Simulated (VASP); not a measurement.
Here is a VASP 6.6.1 calculation.

File POSCAR:

```
MoS2
1.0
    3.0778293314      0.0000000000      0.0000000000
   -1.5389146657      2.6654783895      0.0000000000
    0.0000000000      0.0000000000     12.6026462248
Mo S
2 4
Direct
    0.3333333333      0.6666666667      0.2500000000
    0.6666666667      0.3333333333      0.7500000000
    0.6666666667      0.3333333333      0.3760107110
    0.6666666667      0.3333333333      0.1239892890
    0.3333333333      0.6666666667      0.8760107110
    0.3333333333      0.6666666667      0.6239892890
```

The input INCAR.step1:

```
SYSTEM = MoS2
PREC = Accurate
ENCUT = 520
ISMEAR = 0
SIGMA = 0.01
LREAL = .False.
LASPH = .True.
NELM = 100
NBANDS = 35
GGA = PE
ALGO = Normal
EDIFF = 1E-4
LWAVE = .True.
LCHARG = .False.
```

The input INCAR.step2:

```
SYSTEM = MoS2
PREC = Accurate
ENCUT = 520
EDIFF = 1E-7
ISMEAR = 0
SIGMA = 0.01
LREAL = .False.
LASPH = .True.
NELM = 100
ALGO = Normal
ISIF = 2
LWAVE = .False.
LCHARG = .False.
METAGGA = R2SCAN
LMIXTAU = .True.
NBANDS = 35
ISTART = 1
```

Contents of KPOINTS:

```
regular mesh
0
Gamma
  12 12 2
  0 0 0
```

Potentials or basis: VASP PAW PBE potentials, release 64 (Mo_sv, S).

Run with:

```sh
$ cat potpaw_PBE.64/Mo_sv/POTCAR potpaw_PBE.64/S/POTCAR > POTCAR
$ cp INCAR.step1 INCAR
$ mpirun -np 1 vasp_std > vasp.out
$ cp INCAR.step2 INCAR
$ mpirun -np 1 vasp_std > vasp.out
```

Problem. Predict the pressure.

Solution. 7.7 GPa.

Problem. Estimate the band gap on the k mesh.

Solution. 1.21 eV (least direct gap 2.13 eV).

Problem. Estimate the largest force.

Solution. 0.050 eV/Å.

Forces on the atoms (eV/Å):
```
Mo   0.000  0.000  0.000
Mo   0.000  0.000  0.000
S    0.000  0.000 -0.050
S    0.000  0.000  0.050
S    0.000  0.000 -0.050
S    0.000  0.000  0.050
```

Caveat: the cell differs from its parent crystal (epitaxial xy strain -3.0%); the stress differs along the axes, from 1 to 11 GPa; the PAW data sets were made with another functional, which shifts forces and pressure a little. A k mesh can miss the band edges.
